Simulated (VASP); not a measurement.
# BePdS3 (Cmc2_1) in VASP: single point with PBE

Aim: the single point of BePdS3 with PBE.

Program: VASP 6.6.1. These are calculated values, not measurements. Logs are shortened: lines on timing, memory, paths and dates and some standing lists are left out, and cuts for length are marked.

## Step 1: The cell of the first run

The typed cell holds 10 atoms: a = 3.305 Å, b = 6.209 Å, c = 8.208 Å, α = 90.00°, β = 90.00°, γ = 74.56°.

## Step 2: Single point, PBE

File INCAR:

```
ALGO = Normal ; EDIFF = 1E-6
ENCUT = 600 ; GGA = PE
GGA_COMPAT = False ; ISIF = 2
ISMEAR = -1 ; LASPH = True
LCHARG = False ; LREAL = False
LWAVE = False ; NBANDS = 41
NELM = 120 ; PREC = Accurate
SIGMA = 0.0935
```

File KPOINTS:

```
k-points
0
Gamma
  6 6 3
```

File POSCAR:

```
BePdS3
1.0
    3.3052184092      0.0000000000      0.0000000000
    1.6526092046     -5.9847232749      0.0000000000
    0.0000000000      0.0000000000     -8.2082860516
Pd S Be
2 6 2
Direct
    1.0000514742     -0.0001029484      0.7598449894
   -0.0000514742      1.0001029484      0.2598449894
    0.8829030359      0.2341939282      0.0098069165
    0.1170969641      0.7658060718      0.5098069165
    0.6344565825      0.7310868351      0.8833027554
    0.3655434175      0.2689131649      0.3833027554
    0.6343107777      0.7313784447      0.1366009122
    0.3656892223      0.2686215553      0.6366009122
    0.2780785625      0.4438428749      0.0094444265
    0.7219214375      0.5561571251      0.5094444265
```

Potentials or basis: VASP PAW PBE potentials, release 64 (Pd, S, Be).

Run with:

```bash
> cat potpaw_PBE.64/Pd/POTCAR potpaw_PBE.64/S/POTCAR potpaw_PBE.64/Be/POTCAR > POTCAR
> mpirun -np 1 vasp_std > vasp.out
```

OUTCAR:

```text
EDIFF = 1E-6
   ENCUT = 600
   GGA = PE
   ISIF = 2
   ISMEAR = -1
   LASPH = True
   LREAL = False
   NELM = 120
   PREC = Accurate

 ion  position               nearest neighbor table
   1  0.000  1.000  0.760-   4 2.48   3 2.49   8 2.52   8 2.52   5 2.52   5 2.52
   2  1.000  0.000  0.260-   3 2.48   4 2.49   7 2.52   7 2.52   6 2.52   6 2.52
   3  0.883  0.234  0.010-   9 2.07   9 2.07   2 2.48   1 2.49
   4  0.117  0.766  0.510-  10 2.07  10 2.07   1 2.48   2 2.49
   5  0.634  0.731  0.883-   7 2.08   1 2.52   1 2.52
   6  0.366  0.269  0.383-   8 2.08   2 2.52   2 2.52
   7  0.634  0.731  0.137-   5 2.08   2 2.52   2 2.52
   8  0.366  0.269  0.637-   6 2.08   1 2.52   1 2.52
   9  0.278  0.444  0.009-   3 2.07   3 2.07
  10  0.722  0.556  0.509-   4 2.07   4 2.07

  LATTYP: Found a base centered orthorhombic cell.
 ALAT       =     3.3052184092
 B/A-ratio  =     3.6213783986
 C/A-ratio  =     2.4834322684

  Lattice vectors:

 A1 = (   1.6526092046,   5.9847232749,   0.0000000000)
 A2 = (   1.6526092046,  -5.9847232749,   0.0000000000)
 A3 = (   0.0000000000,   0.0000000000,  -8.2082860516)

Analysis of symmetry for initial positions (statically):
=====================================================================
 Subroutine PRICEL returns:
 Original cell was already a primitive cell.

 Routine SETGRP: Setting up the symmetry group for a
 base centered orthorhombic supercell.

 Subroutine GETGRP returns: Found  4 space group operations
 (whereof  2 operations were pure point group operations)
 out of a pool of  8 trial point group operations.

The static configuration has the point symmetry C_1h.
 The point group associated with its full space group is C_2v.

Analysis of symmetry for dynamics (positions and initial velocities):
=====================================================================
 Subroutine PRICEL returns:
 Original cell was already a primitive cell.

 Routine SETGRP: Setting up the symmetry group for a
 base centered orthorhombic supercell.

 Subroutine GETGRP returns: Found  4 space group operations
 (whereof  2 operations were pure point group operations)
 out of a pool of  8 trial point group operations.

The dynamic configuration has the point symmetry C_1h.
 The point group associated with its full space group is C_2v.

 Subroutine INISYM returns: Found  4 space group operations
 (whereof  2 operations are pure point group operations),
 and found     1 'primitive' translations

----------------------------------------------------------------------------------------

                                     Primitive cell

  volume of cell :     162.3666

  direct lattice vectors                    reciprocal lattice vectors
     3.305218409  0.000000000  0.000000000     0.302551867  0.083546052  0.000000000
     1.652609205 -5.984723275  0.000000000     0.000000000 -0.167092103  0.000000000
     0.000000000  0.000000000 -8.208286052     0.000000000  0.000000000 -0.121828113

  length of vectors
     3.305218409  6.208705973  8.208286052     0.313875094  0.167092103  0.121828113

  position of ions in fractional coordinates (direct lattice)
     0.000051474  0.999897052  0.759844989
     0.999948526  0.000102948  0.259844989
     0.882903036  0.234193928  0.009806916
     0.117096964  0.765806072  0.509806916
     0.634456583  0.731086835  0.883302755
     0.365543417  0.268913165  0.383302755
     0.634310778  0.731378445  0.136600912
     0.365689222  0.268621555  0.636600912
     0.278078562  0.443842875  0.009444427
     0.721921438  0.556157125  0.509444426

  ion indices of the primitive-cell ions
   primitive index   ion index
                 1           1
                 2           2
                 3           3
                 4           4
                 5           5
                 6           6
                 7           7
                 8           8
                 9           9
                10          10

----------------------------------------------------------------------------------------

 KPOINTS: k-points

Automatic generation of k-mesh.
 Grid dimensions read from file:
 generate k-points for:    6    6    3

 Generating k-lattice:

  Cartesian coordinates                     Fractional coordinates (reciprocal lattice)
     0.050425311  0.013924342  0.000000000     0.166666667  0.000000000  0.000000000
     0.000000000 -0.027848684  0.000000000     0.000000000  0.166666667  0.000000000
     0.000000000  0.000000000 -0.040609371     0.000000000  0.000000000  0.333333333

  Length of vectors
     0.052312516  0.027848684  0.040609371

  Shift w.r.t. Gamma in fractional coordinates (k-lattice)
     0.000000000  0.000000000  0.000000000

 Subroutine IBZKPT returns following result:
 ===========================================

 Found     26 irreducible k-points:

 Following reciprocal coordinates:
            Coordinates               Weight
  0.000000  0.000000  0.000000      1.000000
  0.166667  0.000000  0.000000      4.000000
  0.333333  0.000000  0.000000      4.000000
  0.500000  0.000000  0.000000      2.000000
  0.000000  0.166667  0.000000      2.000000
  0.333333  0.166667  0.000000      2.000000
[... 16 lines left out ...]
  0.000000  0.333333  0.333333      4.000000
 -0.333333  0.333333  0.333333      4.000000
 [... further k-points ...]
   k-points           NKPTS =     26   k-points in BZ     NKDIM =     26   number of bands    NBANDS=     41
   number of dos      NEDOS =    301   number of ions     NIONS =     10
   total plane-waves  NPLWV =  98000
   dimension x,y,z NGX =    28 NGY =   50 NGZ =   70
   dimension x,y,z NGXF=    56 NGYF=  100 NGZF=  140
   ions per type =               2   6   2
   NGX,Y,Z   is equivalent  to a cutoff of  14.08, 13.39, 14.18 a.u.
   NGXF,Y,Z  is equivalent  to a cutoff of  28.17, 26.78, 28.35 a.u.
 SYSTEM =  unknown system
   PREC   = accura    normal or accurate (medium, high low for compatibility)
   ISTART =      0    job   : 0-new  1-cont  2-samecut
   ICHARG =      2    charge: 1-file 2-atom 10-const
   ISPIN  =      1    spin polarized calculation?
   LNONCOLLINEAR =      F non collinear calculations
   LSORBIT =      F    spin-orbit coupling
   LASPH  =      T    aspherical Exc in radial PAW
   ENCUT  =  600.0 eV  44.10 Ry    6.64 a.u.   6.60 12.40 16.39*2*pi/ulx,y,z
   NELM   =    120;   NELMIN=  2; NELMDL= -5     # of ELM steps
   EDIFF  = 0.1E-05   stopping-criterion for ELM
   LREAL  =      F    real-space projection
   EDIFFG = 0.1E-04   stopping-criterion for IOM
   NSW    =      0    number of steps for IOM
   IBRION =     -1    ionic relax: 0-MD 1-quasi-New 2-CG
   NFREE  =      0    steps in history (QN), initial steepest desc. (CG)
   ISIF   =      2    stress and relaxation
   ISYM   =      2    0-nonsym 1-usesym 2-fastsym
   POTIM  = 0.5000    time-step for ionic-motion
   TEBEG  =    0.0;   TEEND  =   0.0 temperature during run
   PSTRESS=    0.0 pullay stress
   NELECT =      60.0000    total number of electrons
   NUPDOWN=      -1.0000    fix difference up-down
   EMIN   =  10.00;   EMAX   =-10.00  energy-range for DOS
   EFERMI =   0.00;   METHOD = LEGACY
   ISMEAR =    -1;   SIGMA  =   0.09  broadening in eV -4-tet -1-fermi 0-gaus
   EFERMI_NEDOS =   21; number of points for ismear=-14 and -15
   IALGO  =     38    algorithm
   IMIX   =      4    mixing-type and parameters
     AMIX     =   0.40;   BMIX     =  1.00
     AMIX_MAG =   1.60;   BMIX_MAG =  1.00
  volume/ion in A,a.u.               =      16.24       109.57
  Fermi-wavevector in a.u.,A,eV,Ry     =   1.174788  2.220028 18.777781  1.380128
  Thomas-Fermi vector in A             =   2.311180
   LORBIT       =      0    0 simple, 1 ext, 2 COOP (PROOUT), +10 PAW based schemes
   GGA     = PE    functional components
   LHFCALC =     F    Hartree Fock is set to
   AEXX    =    0.0000 exact exchange contribution
   IVDW    =     0    specifies the selected vdW correction
   LEPSILON=     F    determine dielectric tensor
   LRPA    =     F    only Hartree local field effects (RPA)
 non-spin polarized calculation
  energy-cutoff  :      600.00
  volume of cell :      162.37
 maximum number of plane-waves:      5453
 NGX is ok and might be reduce to    28
   NGX = 13   NGY = 25   NGZ = 33

 number of electron      59.9999995 magnetization

 Free energy of the ion-electron system (eV)
  ---------------------------------------------------
  ext. energy  EPLUGINS =         0.00000000
  ---------------------------------------------------
  free energy    TOTEN  =       -44.57887619 eV

  energy without entropy =      -44.43843862  energy(sigma->0) =      -44.50865740

 E-fermi :   6.7492     XC(G=0): -10.5118

 val. band max:        6.7378812102   @ k =   0.0000   0.1667   0.0000
 cond. band min:       6.7507287650   @ k =  -0.1667   0.3333   0.3333
 fundamental gap:      0.0128475548
 Fermi energy:         6.7492084713

 k-point     1 :       0.0000    0.0000    0.0000
  band No.  band energies     occupation
      1      -9.6983      2.00000
      2      -9.3242      2.00000
      3      -6.8295      2.00000
      4      -6.8267      2.00000
      5      -6.0400      2.00000
      6      -5.1621      2.00000
[... 33 lines left out ...]
     40      12.6603      0.00000
     41      12.8281      0.00000

 k-point     2 :       0.1667    0.0000    0.0000
  band No.  band energies     occupation
      1      -9.5141      2.00000
      2      -9.2083      2.00000
      3      -6.7144      2.00000
      4      -6.6448      2.00000
      5      -5.8031      2.00000
      6      -5.1138      2.00000
[... 957 lines left out ...]
     40      11.7572      0.00000
     41      12.6909      0.00000

 k-point    24 :      -0.3333    0.3333    0.3333
  band No.  band energies     occupation
      1      -9.0128      2.00000
      2      -8.9763      2.00000
      3      -6.5281      2.00000
      4      -6.3910      2.00000
      5      -5.1212      2.00000
      6      -5.0397      2.00000
[... 33 lines left out ...]
     40      12.2174      0.00000
     41      12.9835      0.00000

 [... further k-points ...]

------------------------ aborting loop because EDIFF is reached ----------------------------------------

  FORCE on cell =-STRESS in cart. coord.  units (eV):
  Direction    XX          YY          ZZ          XY          YZ          ZX
  --------------------------------------------------------------------------------------
  -------------------------------------------------------------------------------------
  Total       -0.0407944     -0.0466084     -0.5434488      0.0000000      0.0000000      0.0000000
  in kB       -0.4025454     -0.4599158     -5.3625645      0.0000000      0.0000000      0.0000000
  external PRESSURE =      -2.0750086 kB  Pullay stress =       0.0000000 kB

 VOLUME and BASIS-vectors are now :
 -----------------------------------------------------------------------------
  energy-cutoff  :      600.00
  volume of cell :      162.37
      direct lattice vectors                 reciprocal lattice vectors
     3.305218409  0.000000000  0.000000000     0.302551867  0.083546052  0.000000000
     1.652609205 -5.984723275  0.000000000     0.000000000 -0.167092103  0.000000000
     0.000000000  0.000000000 -8.208286052     0.000000000  0.000000000 -0.121828113

 POSITION                                       TOTAL-FORCE (eV/Angst)
 -----------------------------------------------------------------------------------
      1.65261     -5.98411     -6.23703         0.000000     -0.000217      0.000352
      3.30522     -0.00062     -2.13288        -0.000000      0.000217      0.000352
      3.30522     -1.40159     -0.08050         0.000000      0.000059      0.000081
      1.65261     -4.58314     -4.18464        -0.000000     -0.000059      0.000081
      3.30522     -4.37535     -7.25040        -0.000000      0.003734     -0.113335
      1.65261     -1.60937     -3.14626         0.000000     -0.003734     -0.113335
      3.30522     -4.37710     -1.12126         0.000000      0.005158      0.114295
      1.65261     -1.60763     -5.22540        -0.000000     -0.005158      0.114295
      1.65261     -2.65628     -0.07752         0.000000     -0.003322     -0.001393
      3.30522     -3.32845     -4.18167         0.000000      0.003322     -0.001393
 -----------------------------------------------------------------------------------
    total drift:                               -0.000000      0.000000      0.000118

  FREE ENERGIE OF THE ION-ELECTRON SYSTEM (eV)
  ---------------------------------------------------
  free  energy   TOTEN  =       -44.5788761899 eV

  energy  without entropy=      -44.4384386187  energy(sigma->0) =      -44.50865740
```

Wall time 4.5 min (1 thread of Intel Xeon 8259CL, shared host); peak memory 0.41 GiB.

What came out:

```
Free energy            : -44.5789 eV
Pressure               : -0.2 GPa
Largest force          : 0.114 eV/Å
Band gap on the k mesh : zero (bands 30 and 31 overlap by 0.53 eV)
```

Forces on the atoms (eV/Å):
```
Pd   0.000  0.000  0.000
Pd   0.000  0.000  0.000
S    0.000  0.000  0.000
S    0.000  0.000  0.000
S    0.000  0.004 -0.113
S    0.000 -0.004 -0.113
S    0.000  0.005  0.114
S    0.000 -0.005  0.114
Be   0.000 -0.003 -0.001
Be   0.000  0.003 -0.001
```

Levels at points of the mesh, in eV from the Fermi level:
```
           k point  band 27  band 28  band 29  band 30  band 31  band 32  band 33  band 34
(0.00, 0.00, 0.00)    -1.65    -0.63    -0.57    -0.39     0.42     1.29     2.14     2.24
(0.50, 0.00, 0.00)    -1.92    -1.56    -1.09    -0.11     0.41     0.75     0.87     2.06
(0.00, 0.50, 0.00)    -1.60    -0.94    -0.63    -0.61     0.83     1.52     2.04     2.73
```
